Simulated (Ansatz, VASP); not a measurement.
# Si: VASP beside Ansatz

```
Si
1.0
     3.83191    0.00000    0.00000
    -1.91595    3.31853    0.00000
     0.00000    0.00000    6.34182
Si
4
Direct
  0.29419 0.66667 0.08674
  0.66667 0.33333 0.56309
  0.33333 0.66667 0.43691
  0.66667 0.33333 0.93691
```

Alike in both runs: task single point; functional r2SCAN; k mesh 12 × 12 × 4; occupations gaussian, width 0.05 eV; no spin polarisation.

```csv
,VASP,Ansatz
version,VASP 6.6.1,Ansatz 0.2.0
potentials or method,"VASP PAW PBE potentials, release 64 (Si), cutoff 520 eV","scalar-relativistic, plane waves, PAW"
valence electrons in the cell,16,16
```

```csv
,VASP,Ansatz,Ansatz less VASP
gap on the k mesh at the Fermi level (eV),none,none,-
pressure (GPa),0.4,0.7,+0.24
"traceless stress, the component that is largest in VASP (GPa)",3.41,3.46,+0.053
rms of the force components (eV/Å),1.057,1.060,+0.0026
```

VASP's potentials were made for PBE, not for r2SCAN. Atom by atom the forces differ by 0.004 eV/Å (rms over components). A gap of «none» marks a metal or a gap that the smearing closes. The functional is the same, so the differences come from potentials, cutoffs and numerics.
